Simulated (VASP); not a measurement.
A run of VASP 6.6.1 is set up as follows.

Contents of POSCAR:

```
TiO2
1.0
    4.5813028112      0.0000000000      0.0000000000
    0.0000000000      4.5813028112      0.0000000000
    0.0000000000      0.0000000000      2.9484934557
Ti O
2 4
Direct
    0.5000000000      0.5000000000      0.0000000000
    0.0000000000      0.0000000000      0.5000000000
    0.6957185053      0.6957185053      0.5000000000
    0.8042814947      0.1957185053      0.0000000000
    0.1957185053      0.8042814947      0.0000000000
    0.3042814947      0.3042814947      0.5000000000
```

INCAR.step1

```
SYSTEM = TiO2
ALGO = Normal
EDIFF = 1E-4
ENCUT = 520
GGA = PE
ISMEAR = 0
LASPH = .TRUE.
LCHARG = .FALSE.
LREAL = .FALSE.
LWAVE = .TRUE.
NBANDS = 33
NELM = 100
PREC = Accurate
SIGMA = 0.02
```

The input INCAR.step2:

```
SYSTEM = TiO2
ALGO = Normal
EDIFF = 1E-7
ENCUT = 520
ISIF = 2
ISMEAR = 0
ISTART = 1
LASPH = .TRUE.
LCHARG = .FALSE.
LMIXTAU = .TRUE.
LREAL = .FALSE.
LWAVE = .FALSE.
METAGGA = R2SCAN
NBANDS = 33
NELM = 100
PREC = Accurate
SIGMA = 0.02
```

Contents of KPOINTS:

```
k-points
0
G
  6 6 10
  0 0 0
```

Potentials or basis: VASP PAW PBE potentials, release 64 (Ti_sv, O).

The run is started by

```console
$ cat potpaw_PBE.64/Ti_sv/POTCAR potpaw_PBE.64/O/POTCAR > POTCAR
$ cp INCAR.step1 INCAR
$ mpirun -np 1 vasp_std > vasp.out
$ cp INCAR.step2 INCAR
$ mpirun -np 1 vasp_std > vasp.out
```

Question: What does it give for the band gap on the k mesh?

Answer: 2.24 eV.

Question: What does it give for the pressure?

Answer: 3.3 GPa.

Forces in eV/Å, atoms in the order of the input:
```
Ti   0.000  0.000  0.000
Ti   0.000  0.000  0.000
O    0.019  0.019  0.000
O   -0.019  0.019  0.000
O    0.019 -0.019  0.000
O   -0.019 -0.019  0.000
```

Caveat: the cell stands under pressure; the PAW data sets were made with another functional, which shifts forces and pressure a little. A k mesh can miss the band edges.
